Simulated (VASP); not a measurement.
A run of VASP 6.6.1:

Contents of INCAR:

```
ALGO = Normal ; EDIFF = 1E-7
EDIFFG = -0.005 ; ENCUT = 600
GGA = PE ; IBRION = 2
ISIF = 4 ; ISMEAR = -1
LASPH = True ; LCHARG = False
LREAL = False ; LWAVE = False
NELM = 80 ; NSW = 50
PREC = Accurate ; SIGMA = 0.08
```

File KPOINTS:

```
k-points
0
Gamma
  12 12 7
```

Contents of POSCAR:

```
CoSi
1.0
    2.9132036076      0.0000000000      0.0000000000
   -1.4566018038      2.5229083306      0.0000000000
    0.0000000000      0.0000000000      4.3291024493
Co Si
2 2
Direct
    0.0000000000      0.0000000000      0.0000000000
    0.0000000000      0.0000000000      0.5000000000
    0.3333333333      0.6666666667      0.2500000000
    0.6666666667      0.3333333333      0.7500000000
```

Potentials or basis: VASP PAW PBE potentials, release 64 (Co, Si).

Launch:

```bash
$ cat potpaw_PBE.64/Co/POTCAR potpaw_PBE.64/Si/POTCAR > POTCAR
$ mpirun -np 1 vasp_std > vasp.out
```

Hardware: 1 thread of Intel(R) Xeon(R) 6975P-C (Granite Rapids), on a shared host.

Estimate the wall time of this run.

It took 63 s on 1 thread of Intel(R) Xeon(R) 6975P-C (Granite Rapids), with other jobs on the host, peak memory 0.18 GiB. Counts: scf iterations 45, k points 76, ion steps 5.
